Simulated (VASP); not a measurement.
# MgS (Fm-3m) in VASP: notebook

MgS is run at these levels: LDA; tasks: vibrations by perturbation theory.

Everything below comes from runs of VASP 6.6.1. Logs are shortened: lines on timing, memory, paths and dates and some standing lists are left out, and cuts for length are marked.

### Step 1. The cell of the first run

It takes space group Fm-3m (No. 225, cubic). Conventional cell: a = 5.128 Å, b = 5.128 Å, c = 5.128 Å, α = 90.00°, β = 90.00°, γ = 90.00°. Within 3.4 Å of Mg (site symmetry m-3m) lie 6 S at 2.56 Å. Within 3.4 Å of S (site symmetry m-3m) lie 6 Mg at 2.56 Å.

### Step 2. Vibrations by perturbation theory, LDA

File INCAR:

```
PREC = Accurate ; ENCUT = 520
EDIFF = 1E-8 ; ISMEAR = 0
SIGMA = 0.01 ; LREAL = F
LASPH = T ; NELM = 60
ALGO = Normal ; ISIF = 2
LWAVE = F ; LCHARG = T
GGA = CA ; IBRION = 8
NSW = 1 ; LEPSILON = T
```

File KPOINTS:

```
Automatic mesh
0
Gamma
  8 8 8
```

File POSCAR:

```
MgS
1.0
    0.0000000000      2.5641824407      2.5641824407
    2.5641824407      0.0000000000      2.5641824407
    2.5641824407      2.5641824407      0.0000000000
Mg S
1 1
Direct
    0.0000000000      0.0000000000      0.0000000000
    0.5000000000      0.5000000000      0.5000000000
```

Potentials or basis: VASP PAW LDA potentials, release 64 (Mg, S).

Started as:

```bash
$ cat potpaw_LDA.64/Mg/POTCAR potpaw_LDA.64/S/POTCAR > POTCAR
$ mpirun -np 1 vasp_std > vasp.out
```

OUTCAR:

```text
PREC = Accurate
   ENCUT = 520
   EDIFF = 1E-8
   ISMEAR = 0
   LREAL = F
   LASPH = T
   NELM = 60
   ISIF = 2
   GGA = CA
   IBRION = 8
   NSW = 1
   LEPSILON = T

 ion  position               nearest neighbor table
   1  0.000  0.000  0.000-   2 2.56   2 2.56   2 2.56   2 2.56   2 2.56   2 2.56
   2  0.500  0.500  0.500-   1 2.56   1 2.56   1 2.56   1 2.56   1 2.56   1 2.56

  LATTYP: Found a face centered cubic cell.
 ALAT       =     5.1283648814

  Lattice vectors:

 A1 = (   0.0000000000,   2.5641824407,   2.5641824407)
 A2 = (   2.5641824407,   0.0000000000,   2.5641824407)
 A3 = (   2.5641824407,   2.5641824407,   0.0000000000)

Analysis of symmetry for initial positions (statically):
=====================================================================
 Subroutine PRICEL returns:
 Original cell was already a primitive cell.

 Routine SETGRP: Setting up the symmetry group for a
 face centered cubic supercell.

 Subroutine GETGRP returns: Found 48 space group operations
 (whereof 48 operations were pure point group operations)
 out of a pool of 48 trial point group operations.

The static configuration has the point symmetry O_h .

Analysis of symmetry for dynamics (positions and initial velocities):
=====================================================================
 Subroutine PRICEL returns:
 Original cell was already a primitive cell.

 Routine SETGRP: Setting up the symmetry group for a
 face centered cubic supercell.

 Subroutine GETGRP returns: Found 48 space group operations
 (whereof 48 operations were pure point group operations)
 out of a pool of 48 trial point group operations.

The dynamic configuration has the point symmetry O_h .

 Subroutine INISYM returns: Found 48 space group operations
 (whereof 48 operations are pure point group operations),
 and found     1 'primitive' translations

----------------------------------------------------------------------------------------

                                     Primitive cell

  volume of cell :      33.7192

  direct lattice vectors                    reciprocal lattice vectors
     0.000000000  2.564182441  2.564182441    -0.194993926  0.194993926  0.194993926
     2.564182441  0.000000000  2.564182441     0.194993926 -0.194993926  0.194993926
     2.564182441  2.564182441  0.000000000     0.194993926  0.194993926 -0.194993926

  length of vectors
     3.626301584  3.626301584  3.626301584     0.337739386  0.337739386  0.337739386

  position of ions in fractional coordinates (direct lattice)
     0.000000000  0.000000000  0.000000000
     0.500000000  0.500000000  0.500000000

  ion indices of the primitive-cell ions
   primitive index   ion index
                 1           1
                 2           2

----------------------------------------------------------------------------------------

 KPOINTS: Automatic mesh

Automatic generation of k-mesh.
 Grid dimensions read from file:
 generate k-points for:    8    8    8

 Generating k-lattice:

  Cartesian coordinates                     Fractional coordinates (reciprocal lattice)
    -0.024374241  0.024374241  0.024374241     0.125000000  0.000000000  0.000000000
[... 413 lines left out ...]
  ---------------------------------------------------
  free energy    TOTEN  =        -0.45856166 eV

  energy without entropy =       -0.45856166

------------------------ aborting loop because EDIFF is reached ----------------------------------------

--------------------------------------- Ionic step        2  -------------------------------------------

------------------------ aborting loop because EDIFF is reached ----------------------------------------

--------------------------------------- Ionic step        3  -------------------------------------------

------------------------ aborting loop because EDIFF is reached ----------------------------------------

 PIEZOELECTRIC TENSOR FIELD DIRECTION 3  (e Angst)
 -----------------------------------------------------------------------------
     0.00015  0.00000 -0.00000           (  0.00001  0.00000 -0.00000)
     0.00000  0.00015 -0.00000           (  0.00000  0.00001  0.00000)
    -0.00000  0.00000 -0.00173           ( -0.00000  0.00000  0.00000)

 PIEZOELECTRIC TENSOR FIELD DIRECTION 3  (C/m^2)
 -----------------------------------------------------------------------------
     0.00007  0.00000 -0.00000
     0.00000  0.00007 -0.00000
    -0.00000  0.00000 -0.00082

--------------------------------------- Ionic step        4  -------------------------------------------

------------------------ aborting loop because EDIFF is reached ----------------------------------------

[... ionic steps 5 to 6 ...]

--------------------------------------- Ionic step        7  -------------------------------------------

 Free energy of the ion-electron system (eV)
  ---------------------------------------------------
  ---------------------------------------------------
  free energy    TOTEN  =        -0.10516999 eV

  energy without entropy =       -0.10516999

------------------------ aborting loop because EDIFF is reached ----------------------------------------

 INTERNAL STRAIN TENSOR  FOR ION    2  DIRECTION 1   (eV/Angst):
 -----------------------------------------------------------------------------
    -0.01379 -0.00000  0.00000
    -0.00000  0.01616 -0.00000
     0.00000 -0.00000  0.01616

 MACROSCOPIC STATIC DIELECTRIC TENSOR (including local field effects in DFT)
 ------------------------------------------------------
           5.575323    -0.000000    -0.000000
          -0.000000     5.575323    -0.000000
           0.000000     0.000000     5.575323
 ------------------------------------------------------

 PIEZOELECTRIC TENSOR (including local field effects)  for field in x, y, z        (e  Angst)
          XX          YY          ZZ          XY          YZ          ZX
  --------------------------------------------------------------------------------
  x     0.00000     0.00000     0.00000     0.00000     0.00000     0.00000
  y     0.00000     0.00000     0.00000     0.00000     0.00000     0.00000
  z     0.00000     0.00000     0.00000     0.00000     0.00000     0.00000

 PIEZOELECTRIC TENSOR (including local field effects)  for field in x, y, z        (C/m^2)
          XX          YY          ZZ          XY          YZ          ZX
  --------------------------------------------------------------------------------
  x     0.00000     0.00000     0.00000     0.00000     0.00000     0.00000
  y     0.00000     0.00000     0.00000     0.00000     0.00000     0.00000
  z     0.00000     0.00000     0.00000     0.00000     0.00000     0.00000

 BORN EFFECTIVE CHARGES (including local field effects) (in |e|, cummulative output)
 ---------------------------------------------------------------------------------
 ion    1
    1     2.29400    -0.00000     0.00000
    2    -0.00000     2.29400     0.00000
    3     0.00000    -0.00000     2.29400
 ion    2
    1    -2.29400     0.00000    -0.00000
    2     0.00000    -2.29400    -0.00000
    3     0.00000     0.00000    -2.29400

 INTERNAL STRAIN TENSOR FOR ION    2 for displacements in x,y,z  (eV/Angst):
          X           Y           Z          XY          YZ          ZX
  --------------------------------------------------------------------------------
  x     0.00000     0.00000     0.00000     0.00000     0.00000     0.00000
  y     0.00000     0.00000     0.00000     0.00000     0.00000     0.00000
  z     0.00000     0.00000     0.00000     0.00000     0.00000     0.00000

 SECOND DERIVATIVES (NOT SYMMETRIZED)
 ------------------------------------
               1X          1Y          1Z          2X          2Y          2Z
  1X    -3.240881    0.000000    0.000000    3.240881    0.000000    0.000000
  1Y     0.000000   -3.240881    0.000000    0.000000    3.240881    0.000000
  1Z     0.000000    0.000000   -3.240881    0.000000    0.000000    3.240881
  2X     3.236060    0.000000    0.000000   -3.236060    0.000000    0.000000
  2Y     0.000000    3.236060    0.000000    0.000000   -3.236060    0.000000
  2Z     0.000000    0.000000    3.236060    0.000000    0.000000   -3.236060

 Eigenvectors and eigenvalues of the dynamical matrix
 ----------------------------------------------------

   1 f  =    7.566597 THz    47.542333 2PiTHz  252.394519 cm-1    31.292918 meV
             X         Y         Z           dx          dy          dz
      0.000000  0.000000  0.000000    -0.754456    0.000000    0.000000
      2.564182  2.564182  2.564182     0.656351   -0.000000    0.000000
[... 21 lines left out ...]
   6 f/i=    0.002789 THz     0.017525 2PiTHz    0.093035 cm-1     0.011535 meV
             X         Y         Z           dx          dy          dz
      0.000000  0.000000  0.000000    -0.607853   -0.042764    0.243891
      2.564182  2.564182  2.564182    -0.698709   -0.049156    0.280346

--------------------------------------------------------------------------------------------------------

 MACROSCOPIC STATIC DIELECTRIC TENSOR IONIC CONTRIBUTION
 ------------------------------------------------------
           8.720358    -0.000000     0.000000
          -0.000000     8.720358     0.000000
           0.000000     0.000000     8.720358
 ------------------------------------------------------

 ELASTIC MODULI CONTR FROM IONIC RELAXATION (kBar)
 Direction    XX          YY          ZZ          XY          YZ          ZX
 --------------------------------------------------------------------------------
 XX           0.0000      0.0000      0.0000      0.0000      0.0000      0.0000
 YY           0.0000      0.0000      0.0000      0.0000      0.0000      0.0000
 ZZ           0.0000      0.0000      0.0000      0.0000      0.0000      0.0000
 XY           0.0000      0.0000      0.0000      0.0000      0.0000      0.0000
 YZ           0.0000      0.0000      0.0000      0.0000      0.0000      0.0000
 ZX           0.0000      0.0000      0.0000      0.0000      0.0000      0.0000
 --------------------------------------------------------------------------------

 PIEZOELECTRIC TENSOR IONIC CONTR  for field in x, y, z        (C/m^2)
          XX          YY          ZZ          XY          YZ          ZX
  --------------------------------------------------------------------------------
  x     0.00000     0.00000     0.00000     0.00000     0.00000     0.00000
  y     0.00000     0.00000     0.00000     0.00000     0.00000     0.00000
  z     0.00000     0.00000     0.00000     0.00000     0.00000     0.00000
```

It took 3.9 min on 1 thread of Intel Xeon 8259CL, shared host; peak memory 0.19 GiB.

Results:

- Electronic dielectric tensor (diagonal): 5.58
- Born charges (mean of the diagonal): Mg +2.29; S -2.29 e
- Highest phonon frequency at Γ, LO-TO splitting left out: 252 cm⁻¹

Phonon frequencies in cm⁻¹ (negative: imaginary):
```
              q point        frequencies
(0.000, 0.000, 0.000)  0 0 0 252 252 252
```

Electronic dielectric tensor:
```
5.58 0.00 0.00
0.00 5.58 0.00
0.00 0.00 5.58
```

Born effective charge tensors (e):
atom 1, Mg
```
2.29 0.00 0.00
0.00 2.29 0.00
0.00 0.00 2.29
```
atom 2, S
```
-2.29  0.00  0.00
 0.00 -2.29  0.00
 0.00  0.00 -2.29
```

(Part 1 of 2 ends here.)
